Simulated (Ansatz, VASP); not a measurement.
ZnO in VASP and in Ansatz

File POSCAR:

```
ZnO
1.0
    3.2939165671      0.0000000000      0.0000000000
   -1.6469582835      2.8526154251      0.0000000000
    0.0000000000      0.0000000000      5.0640900391
Zn O
2 2
Direct
    0.3333333333      0.6666666667      0.0000000000
    0.6666666667      0.3333333333      0.5000000000
    0.3333333333      0.6666666667      0.3821000000
    0.6666666667      0.3333333333      0.8821000000
```

The input INCAR.step1:

```
SYSTEM = ZnO
PREC     = Accurate       ! precision mode
ENCUT    = 520            ! plane-wave cutoff, eV
ISMEAR   = 0              ! smearing method
SIGMA    = 0.05           ! smearing width, eV
LREAL    = .FALSE.        ! projectors in reciprocal space
LASPH    = .TRUE.         ! aspherical terms in the spheres
NELM     = 60             ! most SCF steps
NBANDS   = 26             ! bands
GGA      = PE             ! functional
ALGO     = Normal         ! electronic algorithm
EDIFF    = 1E-4           ! SCF threshold, eV
LWAVE    = .TRUE.         ! write WAVECAR
LCHARG   = .FALSE.        ! write CHGCAR
```

INCAR.step2

```
SYSTEM = ZnO
PREC     = Accurate       ! precision mode
ENCUT    = 520            ! plane-wave cutoff, eV
EDIFF    = 1E-7           ! SCF threshold, eV
ISMEAR   = 0              ! smearing method
SIGMA    = 0.05           ! smearing width, eV
LREAL    = .FALSE.        ! projectors in reciprocal space
LASPH    = .TRUE.         ! aspherical terms in the spheres
NELM     = 60             ! most SCF steps
ALGO     = Normal         ! electronic algorithm
ISIF     = 2              ! what is computed and relaxed
LWAVE    = .FALSE.        ! write WAVECAR
LCHARG   = .FALSE.        ! write CHGCAR
METAGGA  = R2SCAN         ! meta-GGA
LMIXTAU  = .TRUE.       
NBANDS   = 26             ! bands
ISTART   = 1
```

Contents of KPOINTS:

```
regular mesh
0
G
  12 12 6
  0 0 0
```

Input for Ansatz:

```yaml
crystal:
  lattice:
    - [3.2939165671, 0.0, 0.0]
    - [-1.6469582835, 2.8526154251, 0.0]
    - [0.0, 0.0, 5.0640900391]
  atoms:
    - { symbol: Zn, position: [0.3333333333, 0.6666666667, 0.0] }
    - { symbol: Zn, position: [0.6666666667, 0.3333333333, 0.5] }
    - { symbol: O, position: [0.3333333333, 0.6666666667, 0.3821] }
    - { symbol: O, position: [0.6666666667, 0.3333333333, 0.8821] }
basis:
  ecutwfc: 500
kpoints:
  mp_grid: { grid: [12, 12, 6] }
hamiltonian:
  xc: r2scan
scf:
  occupations: { method: gaussian, width: 0.05 }
output:
  forces: true
  stress: true
  eigenvalues: true
```

Alike in both runs: task single point; functional r2SCAN; k mesh 12 × 12 × 6; occupations gaussian, width 0.05 eV; no spin polarisation.

|  | VASP | Ansatz |
| --- | --- | --- |
| version | VASP 6.6.1 | Ansatz 0.2.0 |
| potentials or method | VASP PAW PBE potentials, release 64 (Zn, O), cutoff 520 eV | scalar-relativistic, plane waves, PAW |
| valence electrons in the cell | 36 | 36 |

Ansatz gave:

```
gap on the k mesh at the Fermi level (eV)                     : 1.28
least direct gap on the mesh (eV)                             : 1.28
pressure (GPa)                                                : -0.8
traceless stress, the component that is largest in VASP (GPa) : 6.50
rms of the force components (eV/Å)                            : 0.214
```

Which values does VASP return?

gap on the k mesh at the Fermi level (eV): 1.28; least direct gap on the mesh (eV): 1.28; pressure (GPa): 0.2; traceless stress, the component that is largest in VASP (GPa): 6.87; rms of the force components (eV/Å): 0.230.

VASP's potentials were made for PBE, not for r2SCAN. Atom by atom the forces differ by 0.016 eV/Å (rms over components).
